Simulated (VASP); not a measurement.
A run of VASP 6.6.1 is set up as follows.

The input INCAR:

```
AGGAC    = 1.0          
AGGAX    = 1.0          
ALDAC    = 0.0          
ALDAX    = 1.0          
ALGO     = Normal         # electronic algorithm
EDIFF    = 1E-6           # SCF threshold, eV
ENCUT    = 520            # plane-wave cutoff, eV
GGA      = B5             # functional
ISIF     = 2              # what is computed and relaxed
ISMEAR   = -1             # smearing method
ISPIN    = 2              # spin polarisation
LASPH    = True           # aspherical terms in the spheres
LCHARG   = False          # write CHGCAR
LMAXMIX  = 4              # l up to which the mixer works
LORBIT   = 11             # projections on sites
LREAL    = False          # projectors in reciprocal space
LWAVE    = False          # write WAVECAR
MAGMOM   = 0.5 -0.5       # initial moments
NBANDS   = 21             # bands
NELM     = 150            # most SCF steps
PREC     = Accurate       # precision mode
SIGMA    = 0.05           # smearing width, eV
```

The input KPOINTS:

```
k-points
0
Gamma
  16 16 16
```

File POSCAR:

```
Pd
1.0
    3.1163753858      0.0000000000      0.0000000000
    0.0000000000      3.1163753858      0.0000000000
    0.0000000000      0.0000000000      3.1163753858
Pd
2
Direct
    0.0000000000      0.0000000000      0.0000000000
    0.5000000000      0.5000000000      0.5000000000
```

Potentials or basis: VASP PAW PBE potentials, release 64 (Pd).

Command:

```bash
$ cat potpaw_PBE.64/Pd/POTCAR > POTCAR
$ mpirun -np 1 vasp_std > vasp.out
```

Task: Estimate the pressure.

Result: 14.4 GPa.

Task: What does it give for the net moment?

Result: 0.00 μB per cell.

Task: Estimate the band gap on the k mesh.

Result: Zero (filled and empty bands overlap).

Caveat: the PAW data sets were made with another functional, which shifts forces and pressure a little.
